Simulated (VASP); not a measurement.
Set up this calculation in VASP 6.6.1, as the native input.

- Task: relaxation of cell and atoms
- Functional: r2SCAN
- Dispersion: rVV10
- Potentials or basis: VASP PAW PBE potentials, release 64 (Zr_sv, Se)
- Cutoff: 550 eV
- k mesh: 12 × 12 × 4
- Occupations: fermi-dirac, width 0.02 eV
- Spin: no spin polarisation
- Dipole correction: no
- Further INCAR settings: ALGO = Normal; EDIFF = 1e-07; IBRION = 2; EDIFFG = -0.005; NSW = 80; ISIF = 3

The system is ZrSe2.

```
Zr Se
1.0
     3.74547    0.00000    0.00000
    -1.87274    3.24367    0.00000
     0.00000    0.00000    6.01234
Zr Se
1 2
Direct
  0.00000 0.00000 0.00000
  0.33333 0.66667 0.26482
  0.66667 0.33333 0.73518
```

These files were run (other wordings do the same):

POSCAR

```
ZrSe2
1.0
    3.7454712323      0.0000000000      0.0000000000
   -1.8727356162      3.2436732363      0.0000000000
    0.0000000000      0.0000000000      6.0123446626
Zr Se
1 2
Direct
    0.0000000000      0.0000000000      0.0000000000
    0.3333333333      0.6666666667      0.2648201822
    0.6666666667      0.3333333333      0.7351798178
```

INCAR.step1

```
SYSTEM = ZrSe2
PREC = Accurate
ENCUT = 550
ISMEAR = -1
SIGMA = 0.02
LREAL = .FALSE.
LASPH = .TRUE.
NELM = 120
GGA = PE
ALGO = Normal
EDIFF = 1E-5
LWAVE = .TRUE.
LCHARG = .FALSE.
GGA_COMPAT = .FALSE.
IBRION = 2
ISIF = 3
EDIFFG = -0.005
NELMIN = 4
NSW = 100
```

INCAR.step2

```
SYSTEM = ZrSe2
PREC = Accurate
ENCUT = 550
EDIFF = 1E-7
ISMEAR = -1
SIGMA = 0.02
LREAL = .FALSE.
LASPH = .TRUE.
NELM = 120
ALGO = Normal
ISIF = 3
LWAVE = .FALSE.
LCHARG = .FALSE.
METAGGA = R2SCAN
LMIXTAU = .TRUE.
LUSE_VDW = .TRUE.
IVDW_NL = 2
BPARAM = 11.95
CPARAM = 0.0093
IBRION = 2
NSW = 80
EDIFFG = -0.005
ISTART = 1
GGA_COMPAT = .FALSE.
NELMIN = 4
```

KPOINTS

```
regular mesh
0
G
  12 12 4
  0 0 0
```

Potentials or basis: VASP PAW PBE potentials, release 64 (Zr_sv, Se).

Launch:

```bash
$ cat potpaw_PBE.64/Zr_sv/POTCAR potpaw_PBE.64/Se/POTCAR > POTCAR
$ cp INCAR.step1 INCAR
$ mpirun -np 1 vasp_std > vasp.out
$ cp INCAR.step2 INCAR
$ mpirun -np 1 vasp_std > vasp.out
```

It gave:

```json
{"Relaxed volume": "25.69 Å³/atom", "Relaxed cell": "a = 3.792 Å, b = 3.792 Å, c = 6.191 Å, α = 90.00°, β = 90.00°, γ = 120.00°", "Space group after relaxing (to 0.1 Å)": "P-3m1 (No. 164)", "Energy gained by relaxing": "8.4 meV/atom", "Ionic steps": "13", "Pressure after relaxing": "0.0 GPa", "Band gap on the k mesh": "0.61 eV (least direct gap 1.34 eV)"}
```

Caveat: the PAW data sets were made with another functional, which shifts forces and pressure a little.

It took 70 min on 1 thread of AMD EPYC 9R45 96-Core Processor (Zen 5) (shared host), peak memory 0.42 GiB.
